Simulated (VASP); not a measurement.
# Ru (P6_3/mmc) in VASP: further runs

The runs below take Ru through single point, with PBEsol.

Everything below comes from runs of VASP 6.6.1. Logs are shortened: lines on timing, memory, paths and dates and some standing lists are left out, and cuts for length are marked.

### 1 The cell of the first run

It takes space group P6_3/mmc (No. 194, hexagonal). The conventional cell has a = 2.814 Å, b = 2.814 Å, c = 4.624 Å, α = 90.00°, β = 90.00°, γ = 120.00°. Within 3.7 Å of Ru (site symmetry -6m2) lie 12 Ru at 2.81 to 2.83 Å.

### 2 Single point, PBEsol (strain +0.040 along x and y, +0.080 along z)

INCAR

```
SYSTEM = Ru
PREC = Accurate ; ENCUT = 520
EDIFF = 1E-6 ; ISMEAR = 0
SIGMA = 0.15 ; LREAL = .FALSE.
LASPH = .TRUE. ; NELM = 100
ALGO = Fast ; ISIF = 2
LWAVE = .FALSE. ; LCHARG = .FALSE.
GGA = PS ; NBANDS = 21
```

KPOINTS

```
regular mesh
0
G
  24 24 12
  0 0 0
```

POSCAR

```
Ru
1.0
    2.8140313076      0.0000000000      0.0000000000
   -1.4070156538      2.4370225994      0.0000000000
    0.0000000000      0.0000000000      4.6244520000
Ru
2
Direct
    0.3333333333      0.6666666667      0.2500000000
    0.6666666667      0.3333333333      0.7500000000
```

Potentials or basis: VASP PAW PBE potentials, release 64 (Ru_pv).

The run is started by

```
cat potpaw_PBE.64/Ru_pv/POTCAR > POTCAR
mpirun -np 1 vasp_std > vasp.out
```

OUTCAR:

```text
SYSTEM = Ru
   PREC = Accurate
   ENCUT = 520
   EDIFF = 1E-6
   ISMEAR = 0
   LREAL = .FALSE.
   LASPH = .TRUE.
   NELM = 100
   ISIF = 2
   GGA = PS

 ion  position               nearest neighbor table
   1  0.333  0.667  0.250-   2 2.83   2 2.83   2 2.83   2 2.83   2 2.83   2 2.83
   2  0.667  0.333  0.750-   1 2.83   1 2.83   1 2.83   1 2.83   1 2.83   1 2.83

  LATTYP: Found a hexagonal cell.
 ALAT       =     2.8140313076
 C/A-ratio  =     1.6433548509

  Lattice vectors:

 A1 = (   2.8140313076,   0.0000000000,   0.0000000000)
 A2 = (  -1.4070156538,   2.4370225994,   0.0000000000)
 A3 = (   0.0000000000,   0.0000000000,   4.6244520000)

Analysis of symmetry for initial positions (statically):
=====================================================================
 Subroutine PRICEL returns:
 Original cell was already a primitive cell.

 Routine SETGRP: Setting up the symmetry group for a
 hexagonal supercell.

 Subroutine GETGRP returns: Found 24 space group operations
 (whereof 12 operations were pure point group operations)
 out of a pool of 24 trial point group operations.

The static configuration has the point symmetry D_3d.
 The point group associated with its full space group is D_6h.

Analysis of symmetry for dynamics (positions and initial velocities):
=====================================================================
 Subroutine PRICEL returns:
 Original cell was already a primitive cell.

 Routine SETGRP: Setting up the symmetry group for a
 hexagonal supercell.

 Subroutine GETGRP returns: Found 24 space group operations
 (whereof 12 operations were pure point group operations)
 out of a pool of 24 trial point group operations.

The dynamic configuration has the point symmetry D_3d.
 The point group associated with its full space group is D_6h.

 Subroutine INISYM returns: Found 24 space group operations
 (whereof 12 operations are pure point group operations),
 and found     1 'primitive' translations

----------------------------------------------------------------------------------------

                                     Primitive cell

  volume of cell :      31.7138

  direct lattice vectors                    reciprocal lattice vectors
     2.814031308  0.000000000  0.000000000     0.355362073  0.205168389  0.000000000
    -1.407015654  2.437022599  0.000000000     0.000000000  0.410336777  0.000000000
     0.000000000  0.000000000  4.624452000     0.000000000  0.000000000  0.216241838

  length of vectors
     2.814031308  2.814031308  4.624452000     0.410336777  0.410336777  0.216241838

  position of ions in fractional coordinates (direct lattice)
     0.333333333  0.666666667  0.250000000
     0.666666667  0.333333333  0.750000000

  ion indices of the primitive-cell ions
   primitive index   ion index
                 1           1
                 2           2

----------------------------------------------------------------------------------------

 KPOINTS: regular mesh

Automatic generation of k-mesh.
 Grid dimensions read from file:
 generate k-points for:   24   24   12

 Generating k-lattice:

  Cartesian coordinates                     Fractional coordinates (reciprocal lattice)
     0.014806753  0.008548683  0.000000000     0.041666667  0.000000000  0.000000000
     0.000000000  0.017097366  0.000000000     0.000000000  0.041666667  0.000000000
     0.000000000  0.000000000  0.018020153     0.000000000  0.000000000  0.083333333

  Length of vectors
     0.017097366  0.017097366  0.018020153

  Shift w.r.t. Gamma in fractional coordinates (k-lattice)
     0.000000000  0.000000000  0.000000000

 Subroutine IBZKPT returns following result:
 ===========================================

 Found    427 irreducible k-points:

 Following reciprocal coordinates:
            Coordinates               Weight
  0.000000  0.000000  0.000000      1.000000
  0.041667 -0.000000  0.000000      6.000000
  0.083333 -0.000000  0.000000      6.000000
  0.125000 -0.000000  0.000000      6.000000
  0.166667 -0.000000  0.000000      6.000000
  0.208333 -0.000000  0.000000      6.000000
[... 16 lines left out ...]
  0.416667  0.041667  0.000000     12.000000
  0.458333  0.041667  0.000000     12.000000
 [... further k-points ...]
   k-points           NKPTS =    427   k-points in BZ     NKDIM =    427   number of bands    NBANDS=     21
   number of dos      NEDOS =    301   number of ions     NIONS =      2
   total plane-waves  NPLWV =  20736
   dimension x,y,z NGX =    24 NGY =   24 NGZ =   36
   dimension x,y,z NGXF=    48 NGYF=   48 NGZF=   72
   ions per type =               2
   NGX,Y,Z   is equivalent  to a cutoff of  14.18, 14.18, 12.94 a.u.
   NGXF,Y,Z  is equivalent  to a cutoff of  28.36, 28.36, 25.88 a.u.
 SYSTEM =  Ru
   PREC   = accura    normal or accurate (medium, high low for compatibility)
   ISTART =      0    job   : 0-new  1-cont  2-samecut
   ICHARG =      2    charge: 1-file 2-atom 10-const
   ISPIN  =      1    spin polarized calculation?
   LNONCOLLINEAR =      F non collinear calculations
   LSORBIT =      F    spin-orbit coupling
   LASPH  =      T    aspherical Exc in radial PAW
   ENCUT  =  520.0 eV  38.22 Ry    6.18 a.u.   5.23  5.23  8.60*2*pi/ulx,y,z
   NELM   =    100;   NELMIN=  2; NELMDL= -5     # of ELM steps
   EDIFF  = 0.1E-05   stopping-criterion for ELM
   LREAL  =      F    real-space projection
   EDIFFG = 0.1E-04   stopping-criterion for IOM
   NSW    =      0    number of steps for IOM
   IBRION =     -1    ionic relax: 0-MD 1-quasi-New 2-CG
   NFREE  =      0    steps in history (QN), initial steepest desc. (CG)
   ISIF   =      2    stress and relaxation
   ISYM   =      2    0-nonsym 1-usesym 2-fastsym
   POTIM  = 0.5000    time-step for ionic-motion
   TEBEG  =    0.0;   TEEND  =   0.0 temperature during run
   PSTRESS=    0.0 pullay stress
   NELECT =      28.0000    total number of electrons
   NUPDOWN=      -1.0000    fix difference up-down
   EMIN   =  10.00;   EMAX   =-10.00  energy-range for DOS
   EFERMI =   0.00;   METHOD = LEGACY
   ISMEAR =     0;   SIGMA  =   0.15  broadening in eV -4-tet -1-fermi 0-gaus
   EFERMI_NEDOS =   21; number of points for ismear=-14 and -15
   IALGO  =     68    algorithm
   IMIX   =      4    mixing-type and parameters
     AMIX     =   0.40;   BMIX     =  1.00
     AMIX_MAG =   1.60;   BMIX_MAG =  1.00
  volume/ion in A,a.u.               =      15.86       107.01
  Fermi-wavevector in a.u.,A,eV,Ry     =   1.570524  2.967860 33.559392  2.466546
  Thomas-Fermi vector in A             =   2.672244
   LORBIT       =      0    0 simple, 1 ext, 2 COOP (PROOUT), +10 PAW based schemes
   GGA     = PS    functional components
   LHFCALC =     F    Hartree Fock is set to
   AEXX    =    0.0000 exact exchange contribution
   IVDW    =     0    specifies the selected vdW correction
   LEPSILON=     F    determine dielectric tensor
   LRPA    =     F    only Hartree local field effects (RPA)
 non-spin polarized calculation
 RMM-DIIS sequential band-by-band and
 Gauss-broadening in eV      SIGMA  =   0.15
  energy-cutoff  :      520.00
  volume of cell :       31.71
 maximum number of plane-waves:       868
 NGX is ok and might be reduce to    24
   NGX = 11   NGY = 11   NGZ = 17

 number of electron      27.9999998 magnetization

 Free energy of the ion-electron system (eV)
  ---------------------------------------------------
  ext. energy  EPLUGINS =         0.00000000
  ---------------------------------------------------
  free energy    TOTEN  =       -19.56675019 eV

  energy without entropy =      -19.54229897  energy(sigma->0) =      -19.55452458

 E-fermi :  10.0644     XC(G=0): -13.3406

 val. band max:       10.0627445197   @ k =   0.1667   0.1250   0.1667
 cond. band min:      10.0683090626   @ k =   0.3750   0.1250   0.3333
 fundamental gap:      0.0055645429
 Fermi energy:        10.0643965297

 k-point     1 :       0.0000    0.0000    0.0000
  band No.  band energies     occupation
      1     -33.0012      2.00000
      2     -32.4495      2.00000
      3     -32.4495      2.00000
      4     -32.3803      2.00000
      5     -32.3649      2.00000
      6     -32.3649      2.00000
[... 13 lines left out ...]
     20      20.5637      0.00000
     21      20.5667      0.00000

 k-point     2 :       0.0417   -0.0000    0.0000
  band No.  band energies     occupation
      1     -32.9977      2.00000
      2     -32.4580      2.00000
      3     -32.4522      2.00000
      4     -32.3816      2.00000
      5     -32.3736      2.00000
      6     -32.3663      2.00000
[... 13 lines left out ...]
     20      20.5635      0.00000
     21      20.5667      0.00000

 k-point     3 :       0.0833   -0.0000    0.0000
  band No.  band energies     occupation
      1     -32.9874      2.00000
      2     -32.4827      2.00000
      3     -32.4600      2.00000
      4     -32.3991      2.00000
      5     -32.3854      2.00000
      6     -32.3704      2.00000
[... 13 lines left out ...]
     20      20.5636      0.00000
     21      20.5666      0.00000

 k-point     4 :       0.1250   -0.0000    0.0000
  band No.  band energies     occupation
      1     -32.9707      2.00000
      2     -32.5221      2.00000
      3     -32.4722      2.00000
      4     -32.4394      2.00000
      5     -32.3919      2.00000
      6     -32.3772      2.00000
[... 13 lines left out ...]
     20      20.5634      0.00000
     21      20.5664      0.00000

 k-point     5 :       0.1667   -0.0000    0.0000
  band No.  band energies     occupation
      1     -32.9481      2.00000
      2     -32.5734      2.00000
      3     -32.4914      2.00000
      4     -32.4878      2.00000
      5     -32.4011      2.00000
      6     -32.3862      2.00000
[... 13 lines left out ...]
     20      20.5633      0.00000
     21      20.5662      0.00000

 k-point     6 :       0.2083   -0.0000    0.0000
  band No.  band energies     occupation
      1     -32.9206      2.00000
      2     -32.6332      2.00000
      3     -32.5511      2.00000
      4     -32.5058      2.00000
      5     -32.4130      2.00000
      6     -32.3970      2.00000
[... 13 lines left out ...]
     20      20.5639      0.00000
     21      20.5661      0.00000

 k-point     7 :       0.2500   -0.0000    0.0000
  band No.  band energies     occupation
      1     -32.8892      2.00000
      2     -32.6973      2.00000
      3     -32.6142      2.00000
      4     -32.5247      2.00000
      5     -32.4277      2.00000
      6     -32.4088      2.00000
[... 13 lines left out ...]
     20      20.5641      0.00000
     21      22.8703      0.00000
[... 291 lines left out ...]
      1     -32.8358      2.00000
      2     -32.7913      2.00000
      3     -32.7084      2.00000
      4     -32.5544      2.00000
      5     -32.4554      2.00000
      6     -32.4313      2.00000
[... 13 lines left out ...]
     20      20.5585      0.00000
     21      20.8613      0.00000

 k-point    21 :       0.3333    0.0417    0.0000
  band No.  band energies     occupation
      1     -32.8467      2.00000
      2     -32.8011      2.00000
      3     -32.7599      2.00000
      4     -32.5715      2.00000
      5     -32.4755      2.00000
      6     -32.4423      2.00000
[... 13 lines left out ...]
     20      19.6979      0.00000
     21      23.6218      0.00000

 k-point    22 :       0.3750    0.0417    0.0000
  band No.  band energies     occupation
      1     -32.8918      2.00000
      2     -32.8015      2.00000
      3     -32.7688      2.00000
      4     -32.5853      2.00000
      5     -32.4959      2.00000
      6     -32.4512      2.00000
[... 13 lines left out ...]
     20      19.2249      0.00000
     21      22.9680      0.00000

 k-point    23 :       0.4167    0.0417    0.0000
  band No.  band energies     occupation
      1     -32.9237      2.00000
      2     -32.8309      2.00000
      3     -32.7424      2.00000
      4     -32.5949      2.00000
      5     -32.5139      2.00000
      6     -32.4576      2.00000
[... 13 lines left out ...]
     20      19.8018      0.00000
     21      22.4782      0.00000

 k-point    24 :       0.4583    0.0417    0.0000
  band No.  band energies     occupation
      1     -32.9402      2.00000
      2     -32.8460      2.00000
      3     -32.7268      2.00000
      4     -32.5999      2.00000
      5     -32.5252      2.00000
      6     -32.4609      2.00000
[... 13 lines left out ...]
     20      20.1856      0.00000
     21      22.2028      0.00000

 [... further k-points ...]
[... 5 lines left out ...]
  --------------------------------------------------------------------------------------
  -------------------------------------------------------------------------------------
  Total       -6.9735718     -6.9735718     -9.5235807      0.0000000      0.0000000      0.0000000
  in kB     -352.3036164   -352.3036164   -481.1296155      0.0000000      0.0000000      0.0000000
  external PRESSURE =    -395.2456161 kB  Pullay stress =       0.0000000 kB

 VOLUME and BASIS-vectors are now :
 -----------------------------------------------------------------------------
  energy-cutoff  :      520.00
  volume of cell :       31.71
      direct lattice vectors                 reciprocal lattice vectors
     2.814031308  0.000000000  0.000000000     0.355362073  0.205168389  0.000000000
    -1.407015654  2.437022599  0.000000000     0.000000000  0.410336777  0.000000000
     0.000000000  0.000000000  4.624452000     0.000000000  0.000000000  0.216241838

 POSITION                                       TOTAL-FORCE (eV/Angst)
 -----------------------------------------------------------------------------------
     -0.00000      1.62468      1.15611        -0.000000     -0.000000      0.000000
      1.40702      0.81234      3.46834         0.000000      0.000000      0.000000
 -----------------------------------------------------------------------------------
    total drift:                               -0.000000      0.000000     -0.000000

  FREE ENERGIE OF THE ION-ELECTRON SYSTEM (eV)
  ---------------------------------------------------
  free  energy   TOTEN  =       -19.5667501857 eV

  energy  without entropy=      -19.5422989685  energy(sigma->0) =      -19.55452458
```

Wall time 3.6 min (1 thread of Intel Xeon Platinum 8259CL at 2.50GHz (Skylake/Cascade Lake), shared host); peak memory 0.32 GiB.

Results:

```
Free energy            : -19.5668 eV
Pressure               : -39.5 GPa
Band gap on the k mesh : zero (band 14 reaches 11.36 eV, above the bottom of band 15 at 8.91 eV)
```

Stress tensor (GPa, compression positive):
```
-35.23   0.00   0.00
  0.00 -35.23   0.00
  0.00   0.00 -48.11
```

Caveat: the cell differs from its parent crystal (strain +0.040 along x and y, +0.080 along z); the PAW data sets were made with another functional, which shifts forces and pressure a little.

### 3 Single point, PBEsol (strain +0.080 along x and y, +0.040 along z)

INCAR

```
SYSTEM = Ru
  ALGO = Fast
  EDIFF = 1E-6
  ENCUT = 520
  GGA = PS
  ISIF = 2
  ISMEAR = 0
  LASPH = .True.
  LCHARG = .False.
  LREAL = .False.
  LWAVE = .False.
  NBANDS = 21
  NELM = 60
  PREC = Accurate
  SIGMA = 0.15
```

KPOINTS

```
k-points
0
Gamma
  24 24 12
  0 0 0
```

POSCAR

```
Ru
1.0
    2.9222632810      0.0000000000      0.0000000000
   -1.4611316405      2.5307542379      0.0000000000
    0.0000000000      0.0000000000      4.4531760000
Ru
2
Direct
    0.3333333333      0.6666666667      0.2500000000
    0.6666666667      0.3333333333      0.7500000000
```

Potentials or basis: VASP PAW PBE potentials, release 64 (Ru_pv).

The run is started by

```
cat potpaw_PBE.64/Ru_pv/POTCAR > POTCAR
mpirun -np 1 vasp_std > vasp.out
```

It took 3.5 min on 1 thread of Intel Xeon Platinum 8259CL at 2.50GHz (Skylake/Cascade Lake), shared host; peak memory 0.33 GiB.

Results (log left out):

```yaml
Free_energy: -19.2862 eV
Pressure: -43.4 GPa
Band_gap_on_the_k_mesh: zero (band 14 reaches 10.51 eV, above the bottom of band 15 at 8.18 eV)
```

Stress tensor (GPa, compression positive):
```
-44.94   0.00   0.00
  0.00 -44.94   0.00
  0.00   0.00 -40.20
```

Levels at points of the mesh, in eV from the Fermi level:
| k point | band 10 | band 11 | band 12 | band 13 | band 14 | band 15 | band 16 | band 17 | band 18 | band 19 |
| --- | --- | --- | --- | --- | --- | --- | --- | --- | --- | --- |
| (0.00, 0.00, 0.00) | -1.97 | -1.56 | -1.41 | -1.41 | -1.27 | -1.27 | 0.88 | 0.88 | 1.51 | 8.62 |
| (0.50, 0.00, 0.00) | -2.47 | -1.57 | -1.45 | -1.02 | 0.84 | 1.21 | 1.49 | 3.05 | 4.70 | 9.55 |
| (0.00, 0.00, 0.50) | -2.18 | -2.18 | -2.18 | -1.99 | -1.99 | 0.40 | 0.40 | 0.40 | 0.40 | 10.55 |
| (0.50, 0.00, 0.50) | -3.31 | -0.90 | -0.90 | 0.32 | 0.32 | 1.08 | 1.08 | 2.72 | 2.72 | 8.36 |

Caveat: the cell differs from its parent crystal (strain +0.080 along x and y, +0.040 along z); the PAW data sets were made with another functional, which shifts forces and pressure a little.

### 4 Single point, PBEsol (strain +0.080 along x and y, +0.080 along z)

INCAR

```
SYSTEM = Ru
ALGO     = Fast           ! electronic algorithm
EDIFF    = 1E-6           ! SCF threshold, eV
ENCUT    = 520            ! plane-wave cutoff, eV
GGA      = PS             ! functional
ISIF     = 2              ! what is computed and relaxed
ISMEAR   = 0              ! smearing method
LASPH    = .True.         ! aspherical terms in the spheres
LCHARG   = .False.        ! write CHGCAR
LREAL    = .False.        ! projectors in reciprocal space
LWAVE    = .False.        ! write WAVECAR
NBANDS   = 21             ! bands
NELM     = 80             ! most SCF steps
PREC     = Accurate       ! precision mode
SIGMA    = 0.15           ! smearing width, eV
```

KPOINTS is that of step 3.

Changes to POSCAR since step 3:

```diff
@@ -4,3 +4,3 @@
    -1.4611316405      2.5307542379      0.0000000000
-    0.0000000000      0.0000000000      4.4531760000
+    0.0000000000      0.0000000000      4.6244520000
 Ru
```

The run is started by

```
cat potpaw_PBE.64/Ru_pv/POTCAR > POTCAR
mpirun -np 1 vasp_std > vasp.out
```

Wall time 3.3 min (1 thread of Intel Xeon Platinum 8259CL at 2.50GHz (Skylake/Cascade Lake), shared host); peak memory 0.34 GiB.

It converged, with:

```yaml
Free_energy: -18.9309 eV
Pressure: -47.0 GPa
Band_gap_on_the_k_mesh: zero (band 14 reaches 9.99 eV, above the bottom of band 15 at 7.80 eV)
```

Stress tensor (GPa, compression positive):
```
-45.76   0.00   0.00
  0.00 -45.76   0.00
  0.00   0.00 -49.36
```

Levels at points of the mesh, in eV from the Fermi level:
```
           k point  band 11  band 12  band 13  band 14  band 15  band 16  band 17  band 18
(0.00, 0.00, 0.00)    -1.72    -1.36    -1.36    -1.00    -1.00     0.82     0.82     1.15
(0.50, 0.00, 0.00)    -1.51    -1.38    -1.12     0.95     1.23     1.29     3.01     4.63
(0.00, 0.00, 0.50)    -1.96    -1.96    -1.96    -1.96     0.35     0.35     0.35     0.35
(0.50, 0.00, 0.50)    -0.74    -0.74     0.34     0.34     1.13     1.13     2.67     2.67
```

Caveat: the cell differs from its parent crystal (strain +0.080 along x and y, +0.080 along z); the PAW data sets were made with another functional, which shifts forces and pressure a little.

### 5 Summary

```csv
cell,gap on the mesh (eV),pressure (GPa)
"a = 2.814, b = 2.814, c = 4.624 Å, angles 90.0, 90.0, 120.0°, 2 atoms",none,-39.5
"a = 2.922, b = 2.922, c = 4.453 Å, angles 90.0, 90.0, 120.0°, 2 atoms",none,-43.4
"a = 2.922, b = 2.922, c = 4.624 Å, angles 90.0, 90.0, 120.0°, 2 atoms",none,-47.0
```

Alike in all rows: task single point; level PBEsol; potentials or basis VASP PAW PBE potentials, release 64 (Ru_pv); no spin polarisation; k mesh 24 × 24 × 12; cutoff (eV) 520; smearing gaussian 0.15 eV.

Caveats: the PAW data sets were made with another functional, which shifts forces and pressure a little.

Absolute energies hang on the potentials; compare differences alone.
